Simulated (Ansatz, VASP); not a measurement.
## Two plane-wave programs on BeTe

Contents of INCAR:

```
PREC = Accurate ; ENCUT = 520
EDIFF = 1E-8 ; ISMEAR = -1
SIGMA = 0.03 ; LREAL = F
LASPH = T ; NELM = 120
ALGO = Normal ; ISIF = 2
LWAVE = F ; LCHARG = F
GGA = PS ; LEFG = T
NBANDS = 11 ; GGA_COMPAT = F
```

KPOINTS

```
Automatic mesh
0
Gamma
  11 11 11
```

Contents of POSCAR:

```
BeTe
1.0
    0.0000000000      2.7700000000      2.7700000000
    2.7700000000      0.0000000000      2.7700000000
    2.7700000000      2.7700000000      0.0000000000
Be Te
1 1
Direct
    0.0000000000      0.0000000000      0.0000000000
    0.7500000000      0.7500000000      0.7500000000
```

Input for Ansatz:

```yaml
crystal:
  lattice:
    - [0.0, 2.77, 2.77]
    - [2.77, 0.0, 2.77]
    - [2.77, 2.77, 0.0]
  atoms:
    - { symbol: Be, position: [0.0, 0.0, 0.0] }
    - { symbol: Te, position: [0.75, 0.75, 0.75] }
kpoints:
  mp_grid: { grid: [11, 11, 11] }
  band_path:
    path:
      - [0.0, 0.0, 0.0]
      - [-0.5, -0.5, 0.0]
      - [-0.375, -0.375, 0.25]
      - [-0.375, 0.0, 0.375]
      - [0.0, 0.0, 0.0]
      - [0.0, 0.0, 0.5]
      - [-0.5, -0.25, 0.25]
      - [-0.5, -0.5, 0.0]
    npoints: 5
scf:
  occupations: { method: fermi_dirac, width: 0.03 }
hamiltonian:
  xc: pbesol
  pseudopotentials: { kind: paw }
output:
  forces: true
  stress: true
  eigenvalues: true
  efg: { contact_densities: true }
```

Alike in both runs: task electric field gradients; functional PBEsol; k mesh 11 × 11 × 11; occupations fermi-dirac, width 0.03 eV; no spin polarisation.

|  | VASP | Ansatz |
| --- | --- | --- |
| version | VASP 6.6.1 | Ansatz 0.2.0 |
| potentials or method | VASP PAW PBE potentials, release 64 (Be, Te) | PAW with Ansatz's default frozen-core files, scalar-relativistic |
| plane-wave cutoff (eV) | 520 | 420 |
| valence electrons in the cell | 8 | 18 |

```csv
,VASP,Ansatz,Ansatz less VASP
gap on the k mesh at the Fermi level (eV),1.76,1.78,+0.019
pressure (GPa),2.5,2.2,-0.29
```

VASP's potentials were made for PBE, not for PBEsol. With one functional, cell and mesh, what is left measures potentials, basis and numerics. VASP's potentials hold 8 valence electrons a cell and Ansatz's 18, so a difference there can come from the potentials and not from the codes.

Neither program's run includes spin-orbit coupling.
